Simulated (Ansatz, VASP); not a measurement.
**Two plane-wave programs on Li5Cl3**

```
Li Cl
1.0
     5.36300    0.00000    0.00000
    -2.68150    4.64450    0.00000
     0.00000    0.00000    6.80698
Li Cl
5 3
Direct
  0.50000 0.00000 0.00000
  0.00000 0.50000 0.00000
  0.50000 0.50000 0.00000
  0.00000 0.00000 0.17545
  0.00000 0.00000 0.82455
  0.50000 0.00000 0.50000
  0.00000 0.50000 0.50000
  0.50000 0.50000 0.50000
```

Alike in both runs: task single point; functional PBE; k mesh 6 × 6 × 4; occupations gaussian, width 0.1 eV; no spin polarisation.

|  | VASP | Ansatz |
| --- | --- | --- |
| version | VASP 6.6.1 | Ansatz 0.2.0 |
| potentials or method | VASP PAW PBE potentials, release 64 (Li_sv, Cl), cutoff 520 eV | scalar-relativistic, plane waves, PAW |
| valence electrons in the cell | 36 | 36 |

```csv
,VASP,Ansatz,Ansatz less VASP
gap on the k mesh at the Fermi level (eV),none,none,-
rms of the force components (eV/Å),0.454,0.451,-0.0029
```

Atom by atom the forces differ by 0.003 eV/Å (rms over components). A gap of «none» marks a metal or a gap that the smearing closes.

Noted on VASP's run: the cutoff is under 1.25 times that of the potentials, so the pressure is a little rough.
